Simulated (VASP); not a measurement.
## TiAl: single point with PBE

The system is TiAl.

```
CELL_PARAMETERS angstrom
2.73690 0.00000 0.00000
-1.36845 2.37022 0.00000
0.00000 0.00000 4.78790
ATOMIC_POSITIONS crystal
Ti 0.00000 0.00000 0.00000
Al 0.33333 0.66667 0.50000
```

| Property | Result |
| --- | --- |
| Program | VASP 6.6.1 |
| Task | single point |
| Functional | PBE |
| Potentials or basis | VASP PAW PBE potentials, release 64 (Ti_sv, Al) |
| Cutoff | 520 eV |
| k mesh | 18 × 18 × 10 |
| Occupations | gaussian, width 0.15 eV |
| Spin | no spin polarisation |

- Pressure: 8.2 GPa
- Band gap on the k mesh: zero (an odd number of electrons rules out a gap without spin polarisation)

Stress tensor (GPa, compression positive):
```
12.92  0.00  0.00
 0.00 12.92  0.00
 0.00  0.00 -1.20
```

Levels at points of the mesh, in eV from the Fermi level:
```
           k point  band 4  band 5  band 6  band 7  band 8  band 9  band 10  band 11
(0.00, 0.00, 0.00)  -32.16   -9.49   -2.70   -2.49    1.35    1.35     3.17     3.17
(0.50, 0.00, 0.00)  -32.36   -3.84   -2.73   -1.81   -1.31    2.40     3.96     4.12
(0.00, 0.00, 0.50)  -32.16   -8.72   -5.62   -0.94    1.36    1.36     3.12     3.12
(0.50, 0.00, 0.50)  -32.36   -3.80   -2.61   -2.07    0.73    0.90     2.27     2.57
```

Wall time 120 s on 1 thread of AMD EPYC 9R45 96-Core Processor (Zen 5) (shared host), peak memory 0.19 GiB.

Caveat: the cell stands under pressure.
